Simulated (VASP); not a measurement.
Crystal: KBr.

```xyz
2
Lattice="0.0000 3.3022 3.3022 3.3022 0.0000 3.3022 3.3022 3.3022 0.0000" Properties=species:S:1:pos:R:3 pbc="T T T"
K     0.0000    0.0000    0.0000
Br    3.3022    3.3022    3.3022
```

Base run:

```yaml
Program: VASP 6.6.1
Functional: PBE
Potentials_or_basis: VASP PAW PBE potentials, release 64 (K_sv, Br)
Cutoff: 520 eV
k_mesh: 4 × 4 × 4
Occupations: gaussian, width 0.01 eV
Spin: no spin polarisation
```

Its results: band gap on the k mesh 4.43 eV; pressure 0.7 GPa.

The run is repeated on the same cell with these changes: functional from PBE to r2SCAN. What comes out?

Band gap on the k mesh 5.07 eV; pressure 0.0 GPa.

Caveats: the PAW data sets were made with another functional, which shifts forces and pressure a little (at least some runs).

